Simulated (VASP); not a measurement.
Input of a VASP 6.6.1 run:

The input INCAR:

```
SYSTEM = Rh
PREC = Accurate
ENCUT = 520
EDIFF = 1E-6
ISMEAR = -1
SIGMA = 0.05
LREAL = .False.
LASPH = .True.
NELM = 100
ALGO = Normal
ISIF = 2
LWAVE = .False.
LCHARG = .False.
GGA = PE
NBANDS = 22
```

File KPOINTS:

```
Automatic mesh
0
Gamma
  17 17 9
  0 0 0
```

The input POSCAR:

```
Rh
1.0
    1.3623770712     -2.3597063064      0.0000000000
    1.3623770712      2.3597063064      0.0000000000
    0.0000000000      0.0000000000      4.3859964305
Rh
2
Direct
    0.6666666670      0.3333333330      0.2500000000
    0.3333333330      0.6666666670      0.7500000000
```

Potentials or basis: VASP PAW PBE potentials, release 64 (Rh_pv).

The run is started by

```sh
$ cat potpaw_PBE.64/Rh_pv/POTCAR > POTCAR
$ mpirun -np 1 vasp_std > vasp.out
```

(1) Predict the band gap on the k mesh.

(2) Predict the pressure.

Results:

(1) zero (bands 15 and 16 overlap by 2.32 eV).

(2) 0.0 GPa.
